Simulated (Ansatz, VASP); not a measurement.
# One calculation of MgO, two programs

File INCAR:

```
PREC = Accurate
ENCUT = 520
EDIFF = 1E-6
ISMEAR = 0
SIGMA = 0.05
LREAL = False
LASPH = True
NELM = 60
ALGO = Normal
ISIF = 2
LWAVE = False
LCHARG = False
GGA = PE
NBANDS = 16
```

File KPOINTS:

```
Automatic mesh
0
Gamma
  9 9 6
```

File POSCAR:

```
MgO
1.0
    3.5565000000      0.0000000000      0.0000000000
   -1.7782500000      3.0800193485      0.0000000000
    0.0000000000      0.0000000000      4.2393824570
Mg O
2 2
Direct
    0.6666666667      0.3333333333      0.7500000000
    0.3333333333      0.6666666667      0.2500000000
    0.6666666667      0.3333333333      0.2500000000
    0.3333333333      0.6666666667      0.7500000000
```

Input for Ansatz:

```yaml
crystal:
  lattice:
    - [3.5565, 0.0, 0.0]
    - [-1.77825, 3.0800193485, 0.0]
    - [0.0, 0.0, 4.239382457]
  atoms:
    - { symbol: Mg, position: [0.6666666667, 0.3333333333, 0.75] }
    - { symbol: Mg, position: [0.3333333333, 0.6666666667, 0.25] }
    - { symbol: O, position: [0.6666666667, 0.3333333333, 0.25] }
    - { symbol: O, position: [0.3333333333, 0.6666666667, 0.75] }
basis:
  ecutwfc: 520.0
kpoints:
  mp_grid: { grid: [9, 9, 6] }
hamiltonian:
  xc: pbe
  pseudopotentials: { kind: paw, azcp: { folder: soft_1 } }
scf:
  occupations: { method: gaussian, width: 0.05 }
output:
  forces: true
  stress: true
  eigenvalues: true
```

Alike in both runs: task single point; functional PBE; k mesh 9 × 9 × 6; occupations gaussian, width 0.05 eV; no spin polarisation.

|  | VASP | Ansatz |
| --- | --- | --- |
| version | VASP 6.6.1 | Ansatz 0.2.0 |
| potentials or method | VASP PAW PBE potentials, release 64 (Mg, O), cutoff 520 eV | scalar-relativistic, plane waves, PAW |
| valence electrons in the cell | 16 | 32 |

```csv
,VASP,Ansatz,Ansatz less VASP
gap on the k mesh at the Fermi level (eV),3.17,3.19,+0.020
least direct gap on the mesh (eV),3.17,3.19,+0.020
pressure (GPa),-2.9,-2.3,+0.57
"traceless stress, the component that is largest in VASP (GPa)",0.73,0.83,+0.100
```

VASP's potentials hold 16 valence electrons a cell and Ansatz's 32, so a difference there can come from the potentials and not from the codes.
